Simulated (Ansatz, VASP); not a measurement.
**One calculation of CaO, two programs**

File INCAR:

```
PREC = Accurate ; ENCUT = 520
EDIFF = 1E-7 ; ISMEAR = 0
SIGMA = 0.05 ; LREAL = False
LASPH = True ; NELM = 80
ALGO = Normal ; ISIF = 2
LWAVE = False ; LCHARG = True
GGA = PE ; LELF = True
LVHAR = True ; NBANDS = 24
```

The input KPOINTS:

```
regular mesh
0
Gamma
  9 9 6
```

Contents of POSCAR:

```
CaO
1.0
    4.0518554619      0.0000000000      0.0000000000
   -2.0259277309      3.5090097624      0.0000000000
    0.0000000000      0.0000000000      4.9283852103
Ca O
2 2
Direct
    0.3333333333      0.6666666667      0.7500000000
    0.6666666667      0.3333333333      0.2500000000
    0.3333333333      0.6666666667      0.2500000000
    0.6666666667      0.3333333333      0.7500000000
```

Input for Ansatz:

```yaml
crystal:
  lattice:
    - [4.0518554619, 0.0, 0.0]
    - [-2.0259277309, 3.5090097624, 0.0]
    - [0.0, 0.0, 4.9283852103]
  atoms:
    - { symbol: Ca, position: [0.3333333333, 0.6666666667, 0.75] }
    - { symbol: Ca, position: [0.6666666667, 0.3333333333, 0.25] }
    - { symbol: O, position: [0.3333333333, 0.6666666667, 0.25] }
    - { symbol: O, position: [0.6666666667, 0.3333333333, 0.75] }
basis:
  ecutwfc: 420
kpoints:
  mp_grid: { grid: [9, 9, 6] }
hamiltonian:
  xc: pbe
scf:
  occupations: { method: gaussian, width: 0.05 }
output:
  forces: true
  stress: true
  eigenvalues: true
```

Change from the starting cell: strain +0.015 along x and y, +0.030 along z, atoms carried along.

Alike in both runs: task single point; functional PBE; k mesh 9 × 9 × 6; occupations gaussian, width 0.05 eV; no spin polarisation.

```csv
,VASP,Ansatz
version,VASP 6.6.1,Ansatz 0.2.0
potentials or method,"VASP PAW PBE potentials, release 64 (Ca_sv, O), cutoff 520 eV","scalar-relativistic, plane waves, PAW"
valence electrons in the cell,32,32
```

Ansatz gave:

| Property | Result |
| --- | --- |
| gap on the k mesh at the Fermi level (eV) | 3.00 |
| least direct gap on the mesh (eV) | 3.00 |
| pressure (GPa) | -3.8 |
| traceless stress, the component that is largest in VASP (GPa) | -1.02 |

Estimate VASP's values.

gap on the k mesh at the Fermi level (eV): 2.98; least direct gap on the mesh (eV): 2.98; pressure (GPa): -3.4; traceless stress, the component that is largest in VASP (GPa): -1.05.

The functional is the same, so the differences come from potentials, cutoffs and numerics.
